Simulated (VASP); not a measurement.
# NbH (I4/mmm) in VASP: notebook, part 2 of 2

VASP 6.6.1. The steps go on from the part before.

### Step 3. Single point, LDA

INCAR reads:

```
  PREC = Accurate
  ENCUT = 520
  EDIFF = 1E-7
  ISMEAR = 0
  SIGMA = 0.15
  LREAL = F
  LASPH = T
  NELM = 100
  ALGO = Normal
  ISIF = 2
  LWAVE = F
  LCHARG = F
  NBANDS = 14
```

KPOINTS reads:

```
Automatic mesh
0
Gamma
  20 20 20
```

POSCAR reads:

```
NbH
1.0
   -1.6069640000      1.6069640000      1.9843010000
    1.6069640000     -1.6069640000      1.9843010000
    1.6069640000      1.6069640000     -1.9843010000
Nb H
1 1
Direct
    0.0000000000      0.0000000000      0.0000000000
    0.5000000000      0.5000000000      0.0000000000
```

Potentials or basis: VASP PAW LDA potentials, release 64 (Nb_sv, H).

On the command line:

```
$ cat potpaw_LDA.64/Nb_sv/POTCAR potpaw_LDA.64/H/POTCAR > POTCAR
$ mpirun -np 1 vasp_std > vasp.out
```

OUTCAR:

```text
PREC = Accurate
   ENCUT = 520
   EDIFF = 1E-7
   ISMEAR = 0
   LREAL = F
   LASPH = T
   NELM = 100
   ISIF = 2

 ion  position               nearest neighbor table
   1  0.000  0.000  0.000-
   2  0.500  0.500  0.000-

  LATTYP: Found a body centered tetragonal cell.
 ALAT       =     3.2139280000
 C/A-ratio  =     1.2348135988

  Lattice vectors:

 A1 = (  -1.6069640000,   1.6069640000,   1.9843010000)
 A2 = (   1.6069640000,  -1.6069640000,   1.9843010000)
 A3 = (   1.6069640000,   1.6069640000,  -1.9843010000)

Analysis of symmetry for initial positions (statically):
=====================================================================
 Subroutine PRICEL returns:
 Original cell was already a primitive cell.

 Routine SETGRP: Setting up the symmetry group for a
 body centered tetragonal supercell.

 Subroutine GETGRP returns: Found 16 space group operations
 (whereof 16 operations were pure point group operations)
 out of a pool of 16 trial point group operations.

The static configuration has the point symmetry D_4h.

Analysis of symmetry for dynamics (positions and initial velocities):
=====================================================================
 Subroutine PRICEL returns:
 Original cell was already a primitive cell.

 Routine SETGRP: Setting up the symmetry group for a
 body centered tetragonal supercell.

 Subroutine GETGRP returns: Found 16 space group operations
 (whereof 16 operations were pure point group operations)
 out of a pool of 16 trial point group operations.

The dynamic configuration has the point symmetry D_4h.

 Subroutine INISYM returns: Found 16 space group operations
 (whereof 16 operations are pure point group operations),
 and found     1 'primitive' translations

[... 118 lines left out ...]
   LORBIT       =      0    0 simple, 1 ext, 2 COOP (PROOUT), +10 PAW based schemes
   GGA     = CA    functional components
   LHFCALC =     F    Hartree Fock is set to
   AEXX    =    0.0000 exact exchange contribution
   IVDW    =     0    specifies the selected vdW correction
   LEPSILON=     F    determine dielectric tensor
   LRPA    =     F    only Hartree local field effects (RPA)
 non-spin polarized calculation
 Gauss-broadening in eV      SIGMA  =   0.15
  energy-cutoff  :      520.00
  volume of cell :       20.50
 maximum number of plane-waves:       566
   NGX = 11   NGY = 11   NGZ = 11

 number of electron      13.9999999 magnetization

 Free energy of the ion-electron system (eV)
  ---------------------------------------------------
  ext. energy  EPLUGINS =         0.00000000
  ---------------------------------------------------
  free energy    TOTEN  =       -15.12992497 eV

  energy without entropy =      -15.11699367  energy(sigma->0) =      -15.12345932

 E-fermi :  10.8311     XC(G=0): -12.6071

 val. band max:       10.8285572361   @ k =  -0.1500  -0.1500   0.1000
 cond. band min:      10.8324664736   @ k =  -0.2000   0.3500   0.1000
 fundamental gap:      0.0039092375
 Fermi energy:        10.8310601557

 k-point     1 :       0.0000    0.0000    0.0000
  band No.  band energies     occupation
      1     -43.9894      2.00000
      2     -19.7429      2.00000
      3     -19.6939      2.00000
      4     -19.6939      2.00000
      5       1.3011      2.00000
      6      10.1294      2.00000
      7      10.1294      2.00000
      8      11.4734      0.00000
      9      11.7250      0.00000
     10      12.6209      0.00000
     11      20.8316      0.00000
     12      22.2686      0.00000
     13      23.2173      0.00000
     14      23.2173      0.00000
[... 377 lines left out ...]
      1     -43.8779      2.00000
      2     -20.4651      2.00000
      3     -19.8526      2.00000
      4     -19.7659      2.00000
      5       4.0628      2.00000
      6       8.1079      2.00000
      7       9.5864      2.00000
      8      11.1185      0.00674
      9      13.3293      0.00000
     10      13.5468      0.00000
     11      17.1046      0.00000
     12      22.9378      0.00000
     13      27.8038      0.00000
     14      28.2207      0.00000

 [... further k-points ...]

------------------------ aborting loop because EDIFF is reached ----------------------------------------

  FORCE on cell =-STRESS in cart. coord.  units (eV):
  Direction    XX          YY          ZZ          XY          YZ          ZX
  --------------------------------------------------------------------------------------
  -------------------------------------------------------------------------------------
  Total       -1.3840767     -1.3840767     -1.4854847      0.0000000     -0.0000000      0.0000000
  in kB     -108.1909452   -108.1909452   -116.1178349      0.0000000     -0.0000000      0.0000000
  external PRESSURE =    -110.8332418 kB  Pullay stress =       0.0000000 kB

 VOLUME and BASIS-vectors are now :
 -----------------------------------------------------------------------------
  energy-cutoff  :      520.00
  volume of cell :       20.50
      direct lattice vectors                 reciprocal lattice vectors
    -1.606964000  1.606964000  1.984301000     0.000000000  0.311145738  0.251977901
     1.606964000 -1.606964000  1.984301000     0.311145738  0.000000000  0.251977901
     1.606964000  1.606964000 -1.984301000     0.311145738  0.311145738  0.000000000

 POSITION                                       TOTAL-FORCE (eV/Angst)
 -----------------------------------------------------------------------------------
      0.00000      0.00000      0.00000        -0.000000      0.000000     -0.000000
      0.00000      0.00000      1.98430         0.000000     -0.000000      0.000000
 -----------------------------------------------------------------------------------
    total drift:                               -0.000000      0.000000     -0.000000

  FREE ENERGIE OF THE ION-ELECTRON SYSTEM (eV)
  ---------------------------------------------------
  free  energy   TOTEN  =       -15.1299249729 eV

  energy  without entropy=      -15.1169936739  energy(sigma->0) =      -15.12345932
```

OSZICAR:

```text
N       E                     dE             d eps       ncg     rms          rms(c)
DAV:   1     0.122522437353E+03    0.12252E+03   -0.76349E+03 18076   0.103E+03
DAV:   2    -0.108361471978E+02   -0.13336E+03   -0.12640E+03 20438   0.372E+02
DAV:   3    -0.157290891050E+02   -0.48929E+01   -0.46817E+01 26270   0.653E+01
DAV:   4    -0.160498410373E+02   -0.32075E+00   -0.31955E+00 23970   0.142E+01
DAV:   5    -0.160596184539E+02   -0.97774E-02   -0.97726E-02 26722   0.226E+00    0.776E+00
DAV:   6    -0.152210434717E+02    0.83857E+00   -0.85729E-01 29348   0.117E+01    0.248E+00
DAV:   7    -0.151305700264E+02    0.90473E-01   -0.19516E-01 31492   0.477E+00    0.837E-01
DAV:   8    -0.151299412198E+02    0.62881E-03   -0.15529E-02 22904   0.155E+00    0.164E-01
DAV:   9    -0.151299371450E+02    0.40748E-05   -0.16784E-03 29432   0.435E-01    0.442E-02
DAV:  10    -0.151299304604E+02    0.66847E-05   -0.43164E-05 20134   0.676E-02    0.201E-02
DAV:  11    -0.151299250345E+02    0.54258E-05   -0.83150E-06 25912   0.331E-02    0.462E-03
DAV:  12    -0.151299249729E+02    0.61648E-07   -0.78853E-07 22452   0.924E-03
   1 F= -.15129925E+02 E0= -.15123459E+02  d E =-.129313E-01
```

Run time: 63 s. Hardware: 1 thread of Intel Xeon 6975P-C (Granite Rapids), shared host; peak memory 0.27 GiB.

Results:

```
Free energy            : -15.1299 eV
Pressure               : -11.1 GPa
Band gap on the k mesh : zero (band 7 reaches 14.48 eV, above the bottom of band 8 at 10.31 eV)
```

Levels at points of the mesh, in eV from the Fermi level:
```
           k point  band 4  band 5  band 6  band 7  band 8  band 9  band 10  band 11
(0.00, 0.00, 0.00)  -30.52   -9.53   -0.70   -0.70    0.64    0.89     1.79    10.00
(0.50, 0.00, 0.00)  -30.59   -4.75   -4.35   -1.59   -0.12    3.15     4.20     7.41
(0.50, 0.50, 0.00)  -30.69   -8.03   -3.24    1.34    3.05    3.64     4.78     7.89
(0.50, 0.50, 0.50)  -31.01   -8.07   -3.63    3.65    3.72    4.30     4.30     7.66
```
